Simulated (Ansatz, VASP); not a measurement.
**One calculation of Zr2BN3, two programs**

The input INCAR:

```
SYSTEM = Zr2BN3
PREC = Accurate ; ENCUT = 600
EDIFF = 1E-7 ; ISMEAR = 0
SIGMA = 0.1 ; LREAL = .False.
LASPH = .True. ; NELM = 80
ALGO = Normal ; ISIF = 3
LWAVE = .False. ; LCHARG = .False.
GGA = PE ; IBRION = 2
NSW = 100 ; EDIFFG = -0.01
```

The input KPOINTS:

```
Automatic mesh
0
Gamma
  12 12 6
  0 0 0
```

POSCAR

```
Zr2BN3
1.0
    3.0534742511      0.0000000000      0.0000000000
   -1.5267371256      2.6443862713      0.0000000000
    0.0000000000      0.0000000000      7.5286893456
Zr B N
2 1 3
Direct
    0.3333333333      0.6666666667      0.6768056550
    0.6666666667      0.3333333333      0.3231943450
    0.0000000000      0.0000000000      0.0000000000
    0.3333333333      0.6666666667      0.1265784063
    0.6666666667      0.3333333333      0.8734215937
    0.0000000000      0.0000000000      0.5000000000
```

Input for Ansatz:

```yaml
crystal:
  lattice:
    - [3.0534742511, 0.0, 0.0]
    - [-1.5267371256, 2.6443862713, 0.0]
    - [0.0, 0.0, 7.5286893456]
  atoms:
    - { symbol: Zr, position: [0.3333333333, 0.6666666667, 0.676805655] }
    - { symbol: Zr, position: [0.6666666667, 0.3333333333, 0.323194345] }
    - { symbol: B, position: [0.0, 0.0, 0.0] }
    - { symbol: "N", position: [0.3333333333, 0.6666666667, 0.1265784063] }
    - { symbol: "N", position: [0.6666666667, 0.3333333333, 0.8734215937] }
    - { symbol: "N", position: [0.0, 0.0, 0.5] }
basis:
  ecutwfc: 420
kpoints:
  mp_grid: { grid: [12, 12, 6] }
hamiltonian:
  xc: pbe
scf:
  occupations: { method: gaussian, width: 0.1 }
output:
  forces: true
  stress: true
  eigenvalues: true
relax:
  adjacent_minimum: "off"
  f_tol: 0.01
  max_steps: 80
  cell: { stress_tol: 0.05 }
```

Change from the starting cell: species swapped into the Mg2ZnO3 type (P-3m1, No. 164).

Alike in both runs: task relaxation of cell and atoms; functional PBE; k mesh 12 × 12 × 6; occupations gaussian, width 0.1 eV; no spin polarisation.

|  | VASP | Ansatz |
| --- | --- | --- |
| version | VASP 6.6.1 | Ansatz 0.2.0 |
| potentials or method | VASP PAW PBE potentials, release 64 (Zr_sv, B, N), cutoff 600 eV | scalar-relativistic, plane waves, PAW |
| valence electrons in the cell | 42 | 42 |

|  | VASP | Ansatz | Ansatz less VASP |
| --- | --- | --- | --- |
| gap on the k mesh at the Fermi level, each at its own relaxed structure (eV) | none | none | - |
| relaxed volume (Å³/atom) | 10.15 | 10.15 | -0.002 |
| relaxed cell length with the largest relative difference (Å) | 7.551 | 7.551 | -0.0007 |

A gap of «none» marks a metal or a gap that the smearing closes.
